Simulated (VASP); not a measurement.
# MgI2 (P-3m1) in VASP: notebook

Runs on MgI2. Level: PBEsol. Tasks: single point.

Program: VASP 6.6.1. These are calculated values, not measurements. Logs are shortened: lines on timing, memory, paths and dates and some standing lists are left out, and cuts for length are marked.

## 1. The cell of the first run

Symmetry: P-3m1, No. 164, trigonal system. Conventional cell: a = 4.071 Å, b = 4.071 Å, c = 6.862 Å, α = 90.00°, β = 90.00°, γ = 120.00°. Within 3.8 Å of Mg (site symmetry -3m) lie 6 I at 2.88 Å. Within 3.8 Å of I (site symmetry 3m) lie 3 Mg at 2.88 Å.

## 2. Single point, PBEsol (equal xx and yy strain of -2 %)

INCAR

```
SYSTEM = MgI2
PREC     = Accurate       ! precision mode
ENCUT    = 520            ! plane-wave cutoff, eV
EDIFF    = 1E-6           ! SCF threshold, eV
ISMEAR   = -1             ! smearing method
SIGMA    = 0.03           ! smearing width, eV
LREAL    = .FALSE.        ! projectors in reciprocal space
LASPH    = .TRUE.         ! aspherical terms in the spheres
NELM     = 60             ! most SCF steps
ALGO     = Normal         ! electronic algorithm
ISIF     = 2              ! what is computed and relaxed
LWAVE    = .FALSE.        ! write WAVECAR
LCHARG   = .TRUE.         ! write CHGCAR
GGA      = PS             ! functional
LELF     = .TRUE.         ! ELF
LVHAR    = .TRUE.       
NBANDS   = 15             ! bands
```

KPOINTS

```
regular mesh
0
G
  7 7 4
  0 0 0
```

POSCAR

```
MgI2
1.0
    4.0706261190      0.0000000000      0.0000000000
   -2.0353130595      3.5252656283      0.0000000000
    0.0000000000      0.0000000000      6.8620000000
Mg I
1 2
Direct
    0.0000000000      0.0000000000      0.0000000000
    0.3333333333      0.6666666667      0.7576300000
    0.6666666667      0.3333333333      0.2423700000
```

Potentials or basis: VASP PAW PBE potentials, release 64 (Mg, I).

Run with:

```sh
$ cat potpaw_PBE.64/Mg/POTCAR potpaw_PBE.64/I/POTCAR > POTCAR
$ mpirun -np 1 vasp_std > vasp.out
```

OUTCAR:

```text
SYSTEM = MgI2
   PREC = Accurate
   ENCUT = 520
   EDIFF = 1E-6
   ISMEAR = -1
   LREAL = .FALSE.
   LASPH = .TRUE.
   NELM = 60
   ISIF = 2
   GGA = PS

 ion  position               nearest neighbor table
   1  0.000  0.000  0.000-   2 2.88   3 2.88   2 2.88   3 2.88   3 2.88   2 2.88
   2  0.333  0.667  0.758-   1 2.88   1 2.88   1 2.88
   3  0.667  0.333  0.242-   1 2.88   1 2.88   1 2.88

  LATTYP: Found a hexagonal cell.
 ALAT       =     4.0706261190
 C/A-ratio  =     1.6857357565

  Lattice vectors:

 A1 = (   4.0706261190,   0.0000000000,   0.0000000000)
 A2 = (  -2.0353130595,   3.5252656283,   0.0000000000)
 A3 = (   0.0000000000,   0.0000000000,   6.8620000000)

Analysis of symmetry for initial positions (statically):
=====================================================================
 Subroutine PRICEL returns:
 Original cell was already a primitive cell.

 Routine SETGRP: Setting up the symmetry group for a
 hexagonal supercell.

 Subroutine GETGRP returns: Found 12 space group operations
 (whereof 12 operations were pure point group operations)
 out of a pool of 24 trial point group operations.
[... 9 lines left out ...]
 hexagonal supercell.

 Subroutine GETGRP returns: Found 12 space group operations
 (whereof 12 operations were pure point group operations)
 out of a pool of 24 trial point group operations.

The dynamic configuration has the point symmetry D_3d.

 Subroutine INISYM returns: Found 12 space group operations
 (whereof 12 operations are pure point group operations),
 and found     1 'primitive' translations

----------------------------------------------------------------------------------------

                                     Primitive cell

  volume of cell :      98.4700

  direct lattice vectors                    reciprocal lattice vectors
     4.070626119  0.000000000  0.000000000     0.245662454  0.141833284  0.000000000
    -2.035313059  3.525265628  0.000000000     0.000000000  0.283666567  0.000000000
     0.000000000  0.000000000  6.862000000     0.000000000  0.000000000  0.145730108

  length of vectors
     4.070626119  4.070626119  6.862000000     0.283666567  0.283666567  0.145730108

  position of ions in fractional coordinates (direct lattice)
     0.000000000  0.000000000  0.000000000
     0.333333333  0.666666667  0.757630000
     0.666666667  0.333333333  0.242370000

  ion indices of the primitive-cell ions
   primitive index   ion index
                 1           1
                 2           2
                 3           3

----------------------------------------------------------------------------------------

 KPOINTS: regular mesh

Automatic generation of k-mesh.
 Grid dimensions read from file:
 generate k-points for:    7    7    4

 Generating k-lattice:

  Cartesian coordinates                     Fractional coordinates (reciprocal lattice)
     0.035094636  0.020261898  0.000000000     0.142857143  0.000000000  0.000000000
     0.000000000  0.040523795  0.000000000     0.000000000  0.142857143  0.000000000
     0.000000000  0.000000000  0.036432527     0.000000000  0.000000000  0.250000000

  Length of vectors
     0.040523795  0.040523795  0.036432527

  Shift w.r.t. Gamma in fractional coordinates (k-lattice)
     0.000000000  0.000000000  0.000000000

 Subroutine IBZKPT returns following result:
 ===========================================

 Found     28 irreducible k-points:

 Following reciprocal coordinates:
            Coordinates               Weight
  0.000000  0.000000  0.000000      1.000000
  0.142857 -0.000000  0.000000      6.000000
  0.285714  0.000000  0.000000      6.000000
  0.428571  0.000000  0.000000      6.000000
  0.142857  0.142857  0.000000      6.000000
  0.285714  0.142857  0.000000     12.000000
[... 16 lines left out ...]
  0.285714  0.000000  0.500000      6.000000
  0.428571  0.000000  0.500000      6.000000
 [... further k-points ...]
   k-points           NKPTS =     28   k-points in BZ     NKDIM =     28   number of bands    NBANDS=     15
   number of dos      NEDOS =    301   number of ions     NIONS =      3
   total plane-waves  NPLWV =  48600
   dimension x,y,z NGX =    30 NGY =   30 NGZ =   54
   dimension x,y,z NGXF=    60 NGYF=   60 NGZF=  108
   ions per type =               1   2
   NGX,Y,Z   is equivalent  to a cutoff of  12.25, 12.25, 13.08 a.u.
   NGXF,Y,Z  is equivalent  to a cutoff of  24.50, 24.50, 26.17 a.u.
 SYSTEM =  MgI2
   PREC   = accura    normal or accurate (medium, high low for compatibility)
   ISTART =      0    job   : 0-new  1-cont  2-samecut
   ICHARG =      2    charge: 1-file 2-atom 10-const
   ISPIN  =      1    spin polarized calculation?
   LNONCOLLINEAR =      F non collinear calculations
   LSORBIT =      F    spin-orbit coupling
   LASPH  =      T    aspherical Exc in radial PAW
   ENCUT  =  520.0 eV  38.22 Ry    6.18 a.u.   7.57  7.57 12.76*2*pi/ulx,y,z
   NELM   =     60;   NELMIN=  2; NELMDL= -5     # of ELM steps
   EDIFF  = 0.1E-05   stopping-criterion for ELM
   LREAL  =      F    real-space projection
   EDIFFG = 0.1E-04   stopping-criterion for IOM
   NSW    =      0    number of steps for IOM
   IBRION =     -1    ionic relax: 0-MD 1-quasi-New 2-CG
   NFREE  =      0    steps in history (QN), initial steepest desc. (CG)
   ISIF   =      2    stress and relaxation
   ISYM   =      2    0-nonsym 1-usesym 2-fastsym
   POTIM  = 0.5000    time-step for ionic-motion
   TEBEG  =    0.0;   TEEND  =   0.0 temperature during run
   PSTRESS=    0.0 pullay stress
   NELECT =      16.0000    total number of electrons
   NUPDOWN=      -1.0000    fix difference up-down
   EMIN   =  10.00;   EMAX   =-10.00  energy-range for DOS
   EFERMI =   0.00;   METHOD = LEGACY
   ISMEAR =    -1;   SIGMA  =   0.03  broadening in eV -4-tet -1-fermi 0-gaus
   EFERMI_NEDOS =   21; number of points for ismear=-14 and -15
   IALGO  =     38    algorithm
   IMIX   =      4    mixing-type and parameters
     AMIX     =   0.40;   BMIX     =  1.00
     AMIX_MAG =   1.60;   BMIX_MAG =  1.00
  volume/ion in A,a.u.               =      32.82       221.50
  Fermi-wavevector in a.u.,A,eV,Ry     =   0.893333  1.688155 10.858055  0.798045
  Thomas-Fermi vector in A             =   2.015397
   LORBIT       =      0    0 simple, 1 ext, 2 COOP (PROOUT), +10 PAW based schemes
   GGA     = PS    functional components
   LHFCALC =     F    Hartree Fock is set to
   AEXX    =    0.0000 exact exchange contribution
   IVDW    =     0    specifies the selected vdW correction
   LEPSILON=     F    determine dielectric tensor
   LRPA    =     F    only Hartree local field effects (RPA)
 non-spin polarized calculation
  energy-cutoff  :      520.00
  volume of cell :       98.47
 maximum number of plane-waves:      2690
 NGX is ok and might be reduce to    30
   NGX = 15   NGY = 15   NGZ = 25

 number of electron      15.9999998 magnetization

 Free energy of the ion-electron system (eV)
  ---------------------------------------------------
  ext. energy  EPLUGINS =         0.00000000
  ---------------------------------------------------
  free energy    TOTEN  =        -8.40968684 eV

  energy without entropy =       -8.40968684  energy(sigma->0) =       -8.40968684

 E-fermi :   3.2045     XC(G=0):  -8.5403

 val. band max:        2.5814214257   @ k =   0.0000   0.0000   0.0000
 cond. band min:       6.1208992066   @ k =   0.4286   0.0000   0.2500
 fundamental gap:      3.5394777809
 Fermi energy:         3.2045095245

 k-point     1 :       0.0000    0.0000    0.0000
  band No.  band energies     occupation
      1      -9.7071      2.00000
      2      -8.9452      2.00000
      3      -1.2010      2.00000
      4       2.1813      2.00000
      5       2.1813      2.00000
      6       2.5256      2.00000
      7       2.5814      2.00000
      8       2.5814      2.00000
      9       6.3917      0.00000
     10       7.3326      0.00000
     11       9.3602      0.00000
     12       9.3602      0.00000
     13       9.8374      0.00000
     14      10.7207      0.00000
     15      10.7207      0.00000

 k-point     2 :       0.1429   -0.0000    0.0000
  band No.  band energies     occupation
      1      -9.5884      2.00000
      2      -8.8790      2.00000
      3      -1.0412      2.00000
      4       1.3138      2.00000
      5       1.8165      2.00000
      6       1.9160      2.00000
      7       2.4623      2.00000
      8       2.5301      2.00000
      9       7.1855      0.00000
     10       7.9648      0.00000
     11       8.7256      0.00000
     12       9.6830      0.00000
     13       9.8539      0.00000
     14      10.5519      0.00000
     15      11.0451      0.00000

 k-point     3 :       0.2857    0.0000    0.0000
  band No.  band energies     occupation
      1      -9.2826      2.00000
      2      -8.7373      2.00000
      3      -0.7147      2.00000
      4      -0.0044      2.00000
      5       0.6835      2.00000
      6       1.4823      2.00000
      7       2.1949      2.00000
      8       2.3238      2.00000
      9       6.9300      0.00000
     10       8.0334      0.00000
     11       8.6208      0.00000
     12       9.8098      0.00000
     13       9.9344      0.00000
     14      11.0057      0.00000
     15      11.4048      0.00000

 k-point     4 :       0.4286    0.0000    0.0000
  band No.  band energies     occupation
      1      -8.9581      2.00000
      2      -8.6636      2.00000
      3      -1.1353      2.00000
      4      -0.4019      2.00000
      5       0.4627      2.00000
      6       1.2057      2.00000
      7       1.7104      2.00000
      8       2.1442      2.00000
      9       6.2992      0.00000
     10       7.8602      0.00000
     11       7.9933      0.00000
     12       9.6024      0.00000
     13      10.4479      0.00000
     14      11.5861      0.00000
     15      12.4151      0.00000
[... 307 lines left out ...]
 k-point    22 :       0.1429   -0.0000    0.5000
  band No.  band energies     occupation
      1      -9.4371      2.00000
      2      -9.0749      2.00000
      3      -0.2962      2.00000
      4       0.8497      2.00000
      5       1.6747      2.00000
      6       1.9025      2.00000
      7       2.0432      2.00000
      8       2.3777      2.00000
      9       7.5593      0.00000
     10       8.2444      0.00000
     11       9.0218      0.00000
     12       9.5905      0.00000
     13       9.6017      0.00000
     14      10.4354      0.00000
     15      10.8795      0.00000

 k-point    23 :       0.2857    0.0000    0.5000
  band No.  band energies     occupation
      1      -9.1587      2.00000
      2      -8.8855      2.00000
      3      -0.6086      2.00000
      4      -0.0680      2.00000
      5       1.2633      2.00000
      6       1.5486      2.00000
      7       1.6406      2.00000
      8       2.1101      2.00000
      9       6.7926      0.00000
     10       7.9828      0.00000
     11       8.9026      0.00000
     12       9.4014      0.00000
     13      10.2519      0.00000
     14      11.4066      0.00000
     15      11.7507      0.00000

 k-point    24 :       0.4286    0.0000    0.5000
  band No.  band energies     occupation
      1      -8.8817      2.00000
      2      -8.7423      2.00000
      3      -1.2351      2.00000
      4      -0.7633      2.00000
      5       1.3006      2.00000
      6       1.3772      2.00000
      7       1.6724      2.00000
      8       1.9022      2.00000
      9       6.2065      0.00000
     10       7.6251      0.00000
     11       8.1994      0.00000
     12       8.5996      0.00000
     13      10.3850      0.00000
     14      12.3974      0.00000
     15      12.6736      0.00000

 [... further k-points ...]
[... 5 lines left out ...]
  --------------------------------------------------------------------------------------
  -------------------------------------------------------------------------------------
  Total        0.7535294      0.7535294      0.5807033      0.0000000      0.0000000      0.0000000
  in kB       12.2604673     12.2604673      9.4484618      0.0000000      0.0000000      0.0000000
  external PRESSURE =      11.3231322 kB  Pullay stress =       0.0000000 kB

 VOLUME and BASIS-vectors are now :
 -----------------------------------------------------------------------------
  energy-cutoff  :      520.00
  volume of cell :       98.47
      direct lattice vectors                 reciprocal lattice vectors
     4.070626119  0.000000000  0.000000000     0.245662454  0.141833284  0.000000000
    -2.035313059  3.525265628  0.000000000     0.000000000  0.283666567  0.000000000
     0.000000000  0.000000000  6.862000000     0.000000000  0.000000000  0.145730108

 POSITION                                       TOTAL-FORCE (eV/Angst)
 -----------------------------------------------------------------------------------
      0.00000      0.00000      0.00000         0.000000      0.000000      0.000000
     -0.00000      2.35018      5.19886         0.000000      0.000000     -0.112957
      2.03531      1.17509      1.66314        -0.000000     -0.000000      0.112957
 -----------------------------------------------------------------------------------
    total drift:                                0.000000     -0.000000     -0.000000

  FREE ENERGIE OF THE ION-ELECTRON SYSTEM (eV)
  ---------------------------------------------------
  free  energy   TOTEN  =        -8.4096868358 eV

  energy  without entropy=       -8.4096868358  energy(sigma->0) =       -8.40968684
```

Wall time 31 s (1 thread of Intel Xeon Platinum 8375C at 2.90GHz (Ice Lake), shared host); peak memory 0.22 GiB.

Results:

```yaml
Free_energy: -8.4097 eV
Pressure: 1.1 GPa
Largest_force: 0.113 eV/Å
Band_gap_on_the_k_mesh: 3.54 eV, indirect (least direct gap 3.81 eV)
```

Forces in eV/Å, atoms in the order of the input:
```
Mg   0.000  0.000  0.000
I    0.000  0.000 -0.113
I    0.000  0.000  0.113
```

Levels at points of the mesh, in eV from the valence-band top:
```csv
k point,band 4,band 5,band 6,band 7,band 8,band 9,band 10,band 11,band 12,band 13
"(0.00, 0.00, 0.00)",-0.40,-0.40,-0.06,0.00,0.00,3.81,4.75,6.78,6.78,7.26
"(0.00, 0.00, 0.50)",-1.61,-0.30,-0.30,-0.10,-0.10,4.83,4.85,6.60,6.60,7.81
```

Caveat: the cell differs from its parent crystal (equal xx and yy strain of -2 %); the PAW data sets were made with another functional, which shifts forces and pressure a little; spin-orbit coupling is left out, which moves the levels of the heavy elements; this functional lacks dispersion, which binds the layers, so the pressure and a relaxed spacing across them are unreliable.

## 3. Single point, PBEsol (equal xx and yy strain of -1 %)

INCAR

```
PREC = Accurate
ENCUT = 520
EDIFF = 1E-7
ISMEAR = -1
SIGMA = 0.03
LREAL = False
LASPH = True
NELM = 60
ALGO = Normal
ISIF = 2
LWAVE = False
LCHARG = False
GGA = PS
NBANDS = 15
```

KPOINTS

```
regular mesh
0
Gamma
  7 7 4
```

POSCAR

```
MgI2
1.0
    4.1121631202      0.0000000000      0.0000000000
   -2.0560815601      3.5612377266      0.0000000000
    0.0000000000      0.0000000000      6.8620000000
Mg I
1 2
Direct
    0.0000000000      0.0000000000      0.0000000000
    0.3333333333      0.6666666667      0.7576300000
    0.6666666667      0.3333333333      0.2423700000
```

Potentials or basis: VASP PAW PBE potentials, release 64 (Mg, I).

Run with:

```sh
$ cat potpaw_PBE.64/Mg/POTCAR potpaw_PBE.64/I/POTCAR > POTCAR
$ mpirun -np 1 vasp_std > vasp.out
```

Run time: 31 s. Hardware: 1 thread of Intel Xeon Platinum 8375C at 2.90GHz (Ice Lake), shared host; peak memory 0.24 GiB.

The run converged. Its results:

| Quantity | Value |
| --- | --- |
| Free energy | -8.4199 eV |
| Pressure | 0.4 GPa |
| Largest force | 0.035 eV/Å |
| Band gap on the k mesh | 3.53 eV, indirect (least direct gap 3.71 eV) |

Forces in eV/Å, atoms in the order of the input:
```
Mg   0.000  0.000  0.000
I    0.000  0.000 -0.035
I    0.000  0.000  0.035
```

Stress tensor (GPa, compression positive):
```
0.40 0.00 0.00
0.00 0.40 0.00
0.00 0.00 0.47
```

Levels at points of the mesh, in eV from the valence-band top:
```csv
k point,band 4,band 5,band 6,band 7,band 8,band 9,band 10,band 11,band 12,band 13
"(0.00, 0.00, 0.00)",-0.42,-0.42,-0.02,-0.02,0.00,3.71,4.71,6.72,6.72,7.35
"(0.00, 0.00, 0.50)",-1.52,-0.32,-0.32,-0.13,-0.13,4.71,4.81,6.54,6.54,7.79
```

Caveat: the cell differs from its parent crystal (equal xx and yy strain of -1 %); the PAW data sets were made with another functional, which shifts forces and pressure a little; spin-orbit coupling is left out, which moves the levels of the heavy elements; this functional lacks dispersion, which binds the layers, so the pressure and a relaxed spacing across them are unreliable. A k mesh can miss the band edges.

## 4. Single point, PBEsol (equal xx and yy strain of +1 %)

INCAR: that of step 3 with these lines changed.

```diff
@@ -2,3 +2,3 @@
 ENCUT = 520
-EDIFF = 1E-7
+EDIFF = 1E-6
 ISMEAR = -1
```

KPOINTS is that of step 3.

POSCAR

```
MgI2
1.0
    4.1952371226      0.0000000000      0.0000000000
   -2.0976185613      3.6331819230      0.0000000000
    0.0000000000      0.0000000000      6.8620000000
Mg I
1 2
Direct
    0.0000000000      0.0000000000      0.0000000000
    0.3333333333      0.6666666667      0.7576300000
    0.6666666667      0.3333333333      0.2423700000
```

Run with:

```sh
$ cat potpaw_PBE.64/Mg/POTCAR potpaw_PBE.64/I/POTCAR > POTCAR
$ mpirun -np 1 vasp_std > vasp.out
```

It took 31 s on 1 thread of Intel Xeon Platinum 8375C at 2.90GHz (Ice Lake), shared host; peak memory 0.24 GiB.

It converged, with:

| Quantity | Value |
| --- | --- |
| Free energy | -8.4114 eV |
| Pressure | -0.8 GPa |
| Largest force | 0.107 eV/Å |
| Band gap on the k mesh | 3.40 eV, indirect (least direct gap 3.43 eV) |

Forces on the atoms (eV/Å):
```
Mg   0.000  0.000  0.000
I    0.000  0.000  0.107
I    0.000  0.000 -0.107
```

Stress tensor (GPa, compression positive):
```
-1.02  0.00  0.00
 0.00 -1.02  0.00
 0.00  0.00 -0.34
```

Levels at points of the mesh, in eV from the valence-band top:
```csv
k point,band 4,band 5,band 6,band 7,band 8,band 9,band 10,band 11,band 12,band 13
"(0.00, 0.00, 0.00)",-0.54,-0.54,-0.16,-0.16,0.00,3.43,4.54,6.52,6.52,7.42
"(0.00, 0.00, 0.50)",-1.45,-0.44,-0.44,-0.26,-0.26,4.40,4.62,6.33,6.33,7.65
```

Caveat: the cell differs from its parent crystal (equal xx and yy strain of +1 %); the PAW data sets were made with another functional, which shifts forces and pressure a little; spin-orbit coupling is left out, which moves the levels of the heavy elements; this functional lacks dispersion, which binds the layers, so the pressure and a relaxed spacing across them are unreliable. A k mesh can miss the band edges.

## 5. Summary

```tsv
cell	gap on the mesh (eV)	pressure (GPa)	largest force (eV/Å)
a = 4.071, b = 4.071, c = 6.862 Å, angles 90.0, 90.0, 120.0°, 3 atoms	3.54	1.1	0.11
a = 4.112, b = 4.112, c = 6.862 Å, angles 90.0, 90.0, 120.0°, 3 atoms	3.53	0.4	0.03
a = 4.195, b = 4.195, c = 6.862 Å, angles 90.0, 90.0, 120.0°, 3 atoms	3.40	-0.8	0.11
```

Alike in all rows: task single point; level PBEsol; potentials or basis VASP PAW PBE potentials, release 64 (Mg, I); no spin polarisation; k mesh 7 × 7 × 4; cutoff (eV) 520; smearing fermi-dirac 0.03 eV.

Caveats: the PAW data sets were made with another functional, which shifts forces and pressure a little; spin-orbit coupling is left out, which moves the levels of the heavy elements; this functional lacks dispersion, which binds the layers, so the pressure and a relaxed spacing across them are unreliable.

Absolute energies hang on the potentials; compare differences alone.
